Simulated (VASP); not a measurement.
# TiO2 (R-3m) in VASP: single point with PBEsol

Aim: the single point of TiO2 with PBEsol.

Everything below comes from runs of VASP 6.6.1. Logs are shortened: lines on timing, memory, paths and dates and some standing lists are left out, and cuts for length are marked.

**1. The cell of the first run**

Symmetry: R-3m, No. 166, trigonal system. Conventional cell: a = 2.995 Å, b = 2.995 Å, c = 20.945 Å, α = 90.00°, β = 90.00°, γ = 120.00°. Ti (site symmetry -3m) has 6 O at 1.98 Å within 2.6 Å. Within 2.6 Å of O (site symmetry 3m) lie 3 Ti at 1.98 Å and 3 O at 2.60 Å.

**2. Single point, PBEsol**

INCAR reads:

```
SYSTEM = TiO2
PREC = Accurate
ENCUT = 520
EDIFF = 1E-7
ISMEAR = -1
SIGMA = 0.15
LREAL = .False.
LASPH = .True.
NELM = 60
ALGO = Normal
ISIF = 2
LWAVE = .False.
LCHARG = .False.
GGA = PS
NBANDS = 19
```

KPOINTS reads:

```
Automatic mesh
0
Gamma
  8 8 8
  0 0 0
```

POSCAR reads:

```
TiO2
1.0
    1.4973312000      0.8644845700      6.9815443900
   -1.4973312000      0.8644845700      6.9815443900
    0.0000000000     -1.7289691400      6.9815443900
Ti O
1 2
Direct
    0.0000000000      0.0000000000      0.0000000000
    0.6204670000      0.6204670000      0.6204670000
    0.3795330000      0.3795330000      0.3795330000
```

Potentials or basis: VASP PAW PBE potentials, release 64 (Ti_sv, O).

Started as:

```bash
> cat potpaw_PBE.64/Ti_sv/POTCAR potpaw_PBE.64/O/POTCAR > POTCAR
> mpirun -np 1 vasp_std > vasp.out
```

OUTCAR:

```text
SYSTEM = TiO2
   PREC = Accurate
   ENCUT = 520
   EDIFF = 1E-7
   ISMEAR = -1
   LREAL = .False.
   LASPH = .True.
   NELM = 60
   ISIF = 2
   GGA = PS

 ion  position               nearest neighbor table
   1  0.000  0.000  0.000-   2 1.98   3 1.98   2 1.98   2 1.98   3 1.98   3 1.98
   2  0.620  0.620  0.620-   1 1.98   1 1.98   1 1.98
   3  0.380  0.380  0.380-   1 1.98   1 1.98   1 1.98

  LATTYP: Found a trigonal (rhomboedric) cell.
 ALAT       =     7.1924471749
 COS(alpha) =     0.9133213016

  Lattice vectors:

 A1 = (   1.4973312000,   0.8644845700,   6.9815443900)
 A2 = (  -1.4973312000,   0.8644845700,   6.9815443900)
 A3 = (   0.0000000000,  -1.7289691400,   6.9815443900)

Analysis of symmetry for initial positions (statically):
=====================================================================
 Subroutine PRICEL returns:
 Original cell was already a primitive cell.

 Routine SETGRP: Setting up the symmetry group for a
 trigonal (rhombohedral) supercell.

 Subroutine GETGRP returns: Found 12 space group operations
 (whereof 12 operations were pure point group operations)
 out of a pool of 12 trial point group operations.

The static configuration has the point symmetry D_3d.

Analysis of symmetry for dynamics (positions and initial velocities):
=====================================================================
 Subroutine PRICEL returns:
 Original cell was already a primitive cell.

 Routine SETGRP: Setting up the symmetry group for a
 trigonal (rhombohedral) supercell.

 Subroutine GETGRP returns: Found 12 space group operations
 (whereof 12 operations were pure point group operations)
 out of a pool of 12 trial point group operations.

The dynamic configuration has the point symmetry D_3d.

 Subroutine INISYM returns: Found 12 space group operations
 (whereof 12 operations are pure point group operations),
 and found     1 'primitive' translations

----------------------------------------------------------------------------------------

                                     Primitive cell

  volume of cell :      54.2223

  direct lattice vectors                    reciprocal lattice vectors
     1.497331200  0.864484570  6.981544390     0.333927457  0.192793108  0.047744928
    -1.497331200  0.864484570  6.981544390    -0.333927457  0.192793108  0.047744928
     0.000000000 -1.728969140  6.981544390     0.000000000 -0.385586215  0.047744928

  length of vectors
     7.192447175  7.192447175  7.192447174     0.388530960  0.388530960  0.388530961

  position of ions in fractional coordinates (direct lattice)
     0.000000000  0.000000000  0.000000000
     0.620467000  0.620467000  0.620467000
     0.379533000  0.379533000  0.379533000

  ion indices of the primitive-cell ions
   primitive index   ion index
                 1           1
                 2           2
                 3           3

----------------------------------------------------------------------------------------

 KPOINTS: Automatic mesh

Automatic generation of k-mesh.
 Grid dimensions read from file:
 generate k-points for:    8    8    8

 Generating k-lattice:

  Cartesian coordinates                     Fractional coordinates (reciprocal lattice)
     0.041740932  0.024099138  0.005968116     0.125000000  0.000000000  0.000000000
    -0.041740932  0.024099138  0.005968116     0.000000000  0.125000000  0.000000000
     0.000000000 -0.048198277  0.005968116     0.000000000  0.000000000  0.125000000

  Length of vectors
     0.048566370  0.048566370  0.048566370

  Shift w.r.t. Gamma in fractional coordinates (k-lattice)
     0.000000000  0.000000000  0.000000000

 Subroutine IBZKPT returns following result:
 ===========================================

 Found     65 irreducible k-points:

 Following reciprocal coordinates:
            Coordinates               Weight
  0.000000  0.000000  0.000000      1.000000
  0.125000 -0.000000  0.000000      6.000000
  0.250000 -0.000000  0.000000      6.000000
  0.375000  0.000000  0.000000      6.000000
  0.500000 -0.000000  0.000000      3.000000
  0.125000  0.125000  0.000000      6.000000
[... 16 lines left out ...]
  0.250000  0.125000  0.125000      6.000000
  0.375000  0.125000  0.125000      6.000000
 [... further k-points ...]
   k-points           NKPTS =     65   k-points in BZ     NKDIM =     65   number of bands    NBANDS=     19
   number of dos      NEDOS =    301   number of ions     NIONS =      3
   total plane-waves  NPLWV = 157464
   dimension x,y,z NGX =    54 NGY =   54 NGZ =   54
   dimension x,y,z NGXF=   108 NGYF=  108 NGZF=  108
   ions per type =               1   2
   NGX,Y,Z   is equivalent  to a cutoff of  12.48, 12.48, 12.48 a.u.
   NGXF,Y,Z  is equivalent  to a cutoff of  24.96, 24.96, 24.96 a.u.
 SYSTEM =  TiO2
   PREC   = accura    normal or accurate (medium, high low for compatibility)
   ISTART =      0    job   : 0-new  1-cont  2-samecut
   ICHARG =      2    charge: 1-file 2-atom 10-const
   ISPIN  =      1    spin polarized calculation?
   LNONCOLLINEAR =      F non collinear calculations
   LSORBIT =      F    spin-orbit coupling
   LASPH  =      T    aspherical Exc in radial PAW
   ENCUT  =  520.0 eV  38.22 Ry    6.18 a.u.  13.37 13.37 13.37*2*pi/ulx,y,z
   NELM   =     60;   NELMIN=  2; NELMDL= -5     # of ELM steps
   EDIFF  = 0.1E-06   stopping-criterion for ELM
   LREAL  =      F    real-space projection
   EDIFFG = 0.1E-05   stopping-criterion for IOM
   NSW    =      0    number of steps for IOM
   IBRION =     -1    ionic relax: 0-MD 1-quasi-New 2-CG
   NFREE  =      0    steps in history (QN), initial steepest desc. (CG)
   ISIF   =      2    stress and relaxation
   ISYM   =      2    0-nonsym 1-usesym 2-fastsym
   POTIM  = 0.5000    time-step for ionic-motion
   TEBEG  =    0.0;   TEEND  =   0.0 temperature during run
   PSTRESS=    0.0 pullay stress
   NELECT =      24.0000    total number of electrons
   NUPDOWN=      -1.0000    fix difference up-down
   EMIN   =  10.00;   EMAX   =-10.00  energy-range for DOS
   EFERMI =   0.00;   METHOD = LEGACY
   ISMEAR =    -1;   SIGMA  =   0.15  broadening in eV -4-tet -1-fermi 0-gaus
   EFERMI_NEDOS =   21; number of points for ismear=-14 and -15
   IALGO  =     38    algorithm
   IMIX   =      4    mixing-type and parameters
     AMIX     =   0.40;   BMIX     =  1.00
     AMIX_MAG =   1.60;   BMIX_MAG =  1.00
  volume/ion in A,a.u.               =      18.07       121.97
  Fermi-wavevector in a.u.,A,eV,Ry     =   1.247630  2.357680 21.178579  1.556582
  Thomas-Fermi vector in A             =   2.381754
   LORBIT       =      0    0 simple, 1 ext, 2 COOP (PROOUT), +10 PAW based schemes
   GGA     = PS    functional components
   LHFCALC =     F    Hartree Fock is set to
   AEXX    =    0.0000 exact exchange contribution
   IVDW    =     0    specifies the selected vdW correction
   LEPSILON=     F    determine dielectric tensor
   LRPA    =     F    only Hartree local field effects (RPA)
 non-spin polarized calculation
  energy-cutoff  :      520.00
  volume of cell :       54.22
 maximum number of plane-waves:      1507
 NGX is ok and might be reduce to    54
   NGX = 27   NGY = 27   NGZ = 27

 number of electron      24.0000006 magnetization

 Free energy of the ion-electron system (eV)
  ---------------------------------------------------
  ext. energy  EPLUGINS =         0.00000000
  ---------------------------------------------------
  free energy    TOTEN  =       -27.63116703 eV

  energy without entropy =      -27.63098181  energy(sigma->0) =      -27.63107442

 E-fermi :   0.1899     XC(G=0):  -7.7385

 val. band max:       -1.1977414752   @ k =  -0.1250   0.1250   0.0000
 cond. band min:       1.4605900100   @ k =   0.0000   0.0000   0.0000
 fundamental gap:      2.6583314852
 Fermi energy:         0.1898561704

 k-point     1 :       0.0000    0.0000    0.0000
  band No.  band energies     occupation
      1     -57.3062      2.00000
      2     -33.6780      2.00000
      3     -33.3970      2.00000
      4     -33.3970      2.00000
      5     -18.5075      2.00000
      6     -16.7248      2.00000
[... 11 lines left out ...]
     18       5.9245      0.00000
     19       9.0720      0.00000

 k-point     2 :       0.1250   -0.0000    0.0000
  band No.  band energies     occupation
      1     -57.2959      2.00000
      2     -33.6596      2.00000
      3     -33.4853      2.00000
      4     -33.4136      2.00000
      5     -18.3088      2.00000
      6     -16.8253      2.00000
[... 11 lines left out ...]
     18       6.3980      0.00000
     19       9.6091      0.00000

 k-point     3 :       0.2500   -0.0000    0.0000
  band No.  band energies     occupation
      1     -57.2708      2.00000
      2     -33.6961      2.00000
      3     -33.6112      2.00000
      4     -33.4534      2.00000
      5     -17.8456      2.00000
      6     -17.0355      2.00000
[... 11 lines left out ...]
     18       7.5510      0.00000
     19      10.6014      0.00000

 k-point     4 :       0.3750    0.0000    0.0000
  band No.  band energies     occupation
      1     -57.2455      2.00000
      2     -33.8954      2.00000
      3     -33.5665      2.00000
      4     -33.4928      2.00000
      5     -17.5778      2.00000
      6     -17.0199      2.00000
[... 11 lines left out ...]
     18       9.0830      0.00000
     19      11.6930      0.00000

 k-point     5 :       0.5000   -0.0000    0.0000
  band No.  band energies     occupation
      1     -57.2350      2.00000
      2     -33.9764      2.00000
      3     -33.5473      2.00000
      4     -33.5091      2.00000
      5     -17.6029      2.00000
      6     -16.8659      2.00000
[... 11 lines left out ...]
     18      10.6070      0.00000
     19      11.2000      0.00000

 k-point     6 :       0.1250    0.1250    0.0000
  band No.  band energies     occupation
      1     -57.2959      2.00000
      2     -33.6596      2.00000
      3     -33.4853      2.00000
      4     -33.4136      2.00000
      5     -18.3088      2.00000
      6     -16.8253      2.00000
[... 11 lines left out ...]
     18       6.4600      0.00000
     19       9.4449      0.00000

 k-point     7 :       0.2500    0.1250    0.0000
  band No.  band energies     occupation
      1     -57.2781      2.00000
      2     -33.6284      2.00000
      3     -33.6229      2.00000
      4     -33.4514      2.00000
      5     -17.9704      2.00000
      6     -16.9876      2.00000
[... 11 lines left out ...]
     18       7.3162      0.00000
     19      10.0822      0.00000

 k-point     8 :       0.3750    0.1250    0.0000
  band No.  band energies     occupation
      1     -57.2530      2.00000
      2     -33.8047      2.00000
      3     -33.5843      2.00000
      4     -33.5117      2.00000
      5     -17.5378      2.00000
      6     -17.1478      2.00000
[... 256 lines left out ...]
 k-point    20 :      -0.3750    0.3750    0.0000
  band No.  band energies     occupation
      1     -57.2277      2.00000
      2     -33.8629      2.00000
      3     -33.6990      2.00000
      4     -33.5361      2.00000
      5     -17.3049      2.00000
      6     -17.0797      2.00000
[... 11 lines left out ...]
     18      11.6543      0.00000
     19      12.6017      0.00000

 k-point    21 :       0.5000    0.5000    0.0000
  band No.  band energies     occupation
      1     -57.2351      2.00000
      2     -33.9765      2.00000
      3     -33.5473      2.00000
      4     -33.5091      2.00000
      5     -17.6033      2.00000
      6     -16.8655      2.00000
[... 11 lines left out ...]
     18      10.8113      0.00000
     19      11.3247      0.00000

 k-point    22 :       0.1250    0.1250    0.1250
  band No.  band energies     occupation
      1     -57.3062      2.00000
      2     -33.6780      2.00000
      3     -33.3970      2.00000
      4     -33.3970      2.00000
      5     -18.5074      2.00000
      6     -16.7248      2.00000
[... 11 lines left out ...]
     18       5.9970      0.00000
     19       8.8142      0.00000

 k-point    23 :       0.2500    0.1250    0.1250
  band No.  band energies     occupation
      1     -57.2959      2.00000
      2     -33.6596      2.00000
      3     -33.4853      2.00000
      4     -33.4136      2.00000
      5     -18.3088      2.00000
      6     -16.8254      2.00000
[... 11 lines left out ...]
     18       6.4930      0.00000
     19       9.2244      0.00000

 k-point    24 :       0.3750    0.1250    0.1250
  band No.  band energies     occupation
      1     -57.2708      2.00000
      2     -33.6961      2.00000
      3     -33.6112      2.00000
      4     -33.4534      2.00000
      5     -17.8455      2.00000
      6     -17.0356      2.00000
[... 11 lines left out ...]
     18       7.6003      0.00000
     19      10.2990      0.00000

 [... further k-points ...]
[... 5 lines left out ...]
  --------------------------------------------------------------------------------------
  -------------------------------------------------------------------------------------
  Total       -1.5748880     -1.5748880     -0.8027886      0.0000000     -0.0000000      0.0000000
  in kB      -46.5352861    -46.5352859    -23.7210507      0.0000000     -0.0000000      0.0000000
  external PRESSURE =     -38.9305409 kB  Pullay stress =       0.0000000 kB

 VOLUME and BASIS-vectors are now :
 -----------------------------------------------------------------------------
  energy-cutoff  :      520.00
  volume of cell :       54.22
      direct lattice vectors                 reciprocal lattice vectors
     1.497331200  0.864484570  6.981544390     0.333927457  0.192793108  0.047744928
    -1.497331200  0.864484570  6.981544390    -0.333927457  0.192793108  0.047744928
     0.000000000 -1.728969140  6.981544390     0.000000000 -0.385586215  0.047744928

 POSITION                                       TOTAL-FORCE (eV/Angst)
 -----------------------------------------------------------------------------------
      0.00000      0.00000      0.00000         0.000000      0.000000      0.000000
      0.00000      0.00000     12.99545         0.000000      0.000000      0.385108
      0.00000      0.00000      7.94918         0.000000     -0.000000     -0.385108
 -----------------------------------------------------------------------------------
    total drift:                                0.000000     -0.000000     -0.000000

  FREE ENERGIE OF THE ION-ELECTRON SYSTEM (eV)
  ---------------------------------------------------
  free  energy   TOTEN  =       -27.6311670286 eV

  energy  without entropy=      -27.6309818103  energy(sigma->0) =      -27.63107442
```

Wall time 3 min (1 thread of Intel Xeon 6975P-C (Granite Rapids), shared host); peak memory 0.39 GiB.

Results:

```
Free energy            : -27.6312 eV
Pressure               : -3.9 GPa
Largest force          : 0.385 eV/Å
Band gap on the k mesh : 2.66 eV, indirect (least direct gap 2.83 eV)
```

Forces on the atoms (eV/Å):
```
Ti   0.000  0.000  0.000
O    0.000  0.000  0.385
O    0.000  0.000 -0.385
```

Caveat: the PAW data sets were made with another functional, which shifts forces and pressure a little.
